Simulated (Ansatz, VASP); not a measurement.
# One calculation of CdF2, two programs

File INCAR:

```
SYSTEM = CdF2
  PREC = Accurate
  ENCUT = 520
  EDIFF = 1E-7
  ISMEAR = -1
  SIGMA = 0.05
  LREAL = .FALSE.
  LASPH = .TRUE.
  NELM = 60
  ALGO = Normal
  ISIF = 2
  LWAVE = .FALSE.
  LCHARG = .FALSE.
  GGA = PS
  NBANDS = 20
```

The input KPOINTS:

```
regular mesh
0
G
  9 9 9
  0 0 0
```

File POSCAR:

```
CdF2
1.0
    0.0000000000      2.6390049769      2.6390049769
    2.6390049769      0.0000000000      2.6390049769
    2.6390049769      2.6390049769      0.0000000000
Cd F
1 2
Direct
    0.0000000000      0.0000000000      0.0000000000
    0.7500000000      0.7500000000      0.7500000000
    0.2500000000      0.2500000000      0.2500000000
```

Contents of input.yaml:

```yaml
crystal:
  lattice:
    - [0.0, 2.6390049769, 2.6390049769]
    - [2.6390049769, 0.0, 2.6390049769]
    - [2.6390049769, 2.6390049769, 0.0]
  atoms:
    - { symbol: Cd, position: [0.0, 0.0, 0.0] }
    - { symbol: F, position: [0.75, 0.75, 0.75] }
    - { symbol: F, position: [0.25, 0.25, 0.25] }
kpoints:
  mp_grid: { grid: [9, 9, 9] }
scf:
  occupations: { method: fermi_dirac, width: 0.05 }
hamiltonian:
  xc: pbesol
  pseudopotentials: { kind: all_electron, lapw: { basis_error: 0.002 } }
output:
  forces: true
  stress: true
  eigenvalues: true
```

Change from the starting cell: volume scaled by 0.94.

Alike in both runs: task single point; functional PBEsol; k mesh 9 × 9 × 9; occupations fermi-dirac, width 0.05 eV; no spin polarisation.

|  | VASP | Ansatz |
| --- | --- | --- |
| version | VASP 6.6.1 | Ansatz 0.2.0 |
| potentials or method | VASP PAW PBE potentials, release 64 (Cd, F), cutoff 520 eV | all-electron LAPW, scalar-relativistic |

Ansatz gave:

```
gap on the k mesh at the Fermi level (eV) : 3.17
least direct gap on the mesh (eV)         : 3.55
pressure (GPa)                            : 7.5
```

Q: Which values does VASP return?

A: gap on the k mesh at the Fermi level (eV): 3.14; least direct gap on the mesh (eV): 3.52; pressure (GPa): 8.6.

VASP's potentials were made for PBE, not for PBEsol. Ansatz ran all-electron here, and VASP with PAW potentials.
